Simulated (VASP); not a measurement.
Set up this calculation in VASP 6.6.1, as the native input.

```yaml
Task: single point
Functional: PBEsol
Potentials_or_basis: VASP PAW PBE potentials, release 64 (Cd_sv_GW, H, O)
Cutoff: 700 eV
k_mesh: 9 × 9 × 6
Occupations: gaussian, width 0.05 eV
Spin: no spin polarisation
Dipole_correction: no
Further_INCAR_settings: ALGO = Normal; EDIFF = 1e-06; NBANDS = 25
```

The structure of CdH2O2 lies in POSCAR:

```
CdH2O2
1.0
    3.4100601858      0.0000000000      0.0000000000
   -1.7050300929      2.9531987493      0.0000000000
    0.0000000000      0.0000000000      4.7822686687
Cd H O
1 2 2
Direct
    0.0000000000      0.0000000000      0.0000000000
    0.6666666667      0.3333333333      0.5509607200
    0.3333333333      0.6666666667      0.4490392800
    0.6666666667      0.3333333333      0.7593720000
    0.3333333333      0.6666666667      0.2406280000
```

This cell differs from its parent crystal: strain -0.030 along x and y, +0.030 along z.

The input as run:

INCAR

```
SYSTEM = CdH2O2
PREC = Accurate ; ENCUT = 700
EDIFF = 1E-6 ; ISMEAR = 0
SIGMA = 0.05 ; LREAL = .False.
LASPH = .True. ; NELM = 120
ALGO = Normal ; ISIF = 2
LWAVE = .False. ; LCHARG = .True.
GGA = PS ; LELF = .True.
LVHAR = .True. ; NBANDS = 25
GGA_COMPAT = .False.
```

KPOINTS

```
Automatic mesh
0
Gamma
  9 9 6
  0 0 0
```

Potentials or basis: VASP PAW PBE potentials, release 64 (Cd_sv_GW, H, O).

Run with:

```sh
$ cat potpaw_PBE.64/Cd_sv_GW/POTCAR potpaw_PBE.64/H/POTCAR potpaw_PBE.64/O/POTCAR > POTCAR
$ mpirun -np 1 vasp_std > vasp.out
```

It gave:

```
Pressure               : 0.5 GPa
Largest force          : 0.739 eV/Å
Band gap on the k mesh : 1.64 eV (least direct gap 1.89 eV)
```

Caveat: the cell differs from its parent crystal (strain -0.030 along x and y, +0.030 along z); the stress differs along the axes, from -6 to 4 GPa; the PAW data sets were made with another functional, which shifts forces and pressure a little.

Wall time 87 s on 1 thread of AMD EPYC 7R13 Processor (Zen 3), on a shared host, peak memory 0.25 GiB.
